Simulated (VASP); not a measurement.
Cr:

```
CELL_PARAMETERS angstrom
2.65860 0.00000 0.00000
-1.32930 2.30241 0.00000
0.00000 0.00000 4.31997
ATOMIC_POSITIONS crystal
Cr 0.66667 0.33333 0.75000
Cr 0.33333 0.66667 0.25000
```

Base run:

```yaml
Program: VASP 6.6.1
Functional: PBEsol
Potentials_or_basis: VASP PAW PBE potentials, release 64 (Cr_pv)
Cutoff: 520 eV
k_mesh: 11 × 11 × 6
Occupations: fermi-dirac, width 0.05 eV
Spin: collinear spin, ferromagnetic start
Starting_moments: "[3.0, 3.0] μB"
```

Its results: pressure -26.8 GPa; net moment 0.89 μB per cell; site moments Cr +0.41 μB.

The run is repeated on the same cell with these changes: functional from PBEsol to PBE. What comes out?

Pressure -19.2 GPa; net moment 1.12 μB per cell; site moments Cr +0.52 μB.

PBE binds less tightly than PBEsol, so the same cell stands under more pressure.

Caveats: the PAW data sets were made with another functional, which shifts forces and pressure a little (some runs).
